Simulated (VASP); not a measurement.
A run of VASP 6.6.1 is set up as follows.

INCAR

```
SYSTEM = Ba
ALGO = Normal ; EDIFF = 1E-7
EDIFFG = -0.005 ; ENCUT = 500
GGA_COMPAT = .FALSE. ; IBRION = 2
ISIF = 3 ; ISMEAR = 1
LASPH = .TRUE. ; LCHARG = .FALSE.
LREAL = .FALSE. ; LWAVE = .FALSE.
NELM = 120 ; NELMIN = 4
NSW = 60 ; PREC = Accurate
SIGMA = 0.1
```

Contents of KPOINTS:

```
k-points
0
G
  15 15 15
  0 0 0
```

Contents of POSCAR:

```
Ba
1.0
   -2.5100000000      2.5100000000      2.5100000000
    2.5100000000     -2.5100000000      2.5100000000
    2.5100000000      2.5100000000     -2.5100000000
Ba
1
Direct
    0.0000000000      0.0000000000      0.0000000000
```

Potentials or basis: VASP PAW LDA potentials, release 64 (Ba_sv).

The run is started by

```console
$ cat potpaw_LDA.64/Ba_sv/POTCAR > POTCAR
$ mpirun -np 1 vasp_std > vasp.out
```

Q: What does it give for the band gap on the k mesh?

A: Zero (bands 5 and 6 overlap by 1.24 eV).

Q: Predict the relaxed cell.

A: a = 4.127 Å, b = 4.127 Å, c = 4.127 Å, α = 109.47°, β = 109.47°, γ = 109.47°.

Q: Predict the space group after relaxing (to 0.1 Å).

A: Im-3m (No. 229).

Final structure:
```
CELL_PARAMETERS angstrom
-2.38274 2.38274 2.38274
2.38274 -2.38274 2.38274
2.38274 2.38274 -2.38274
ATOMIC_POSITIONS crystal
Ba 0.00000 0.00000 0.00000
```

Caveat: spin-orbit coupling is left out, which moves the levels of the heavy elements.
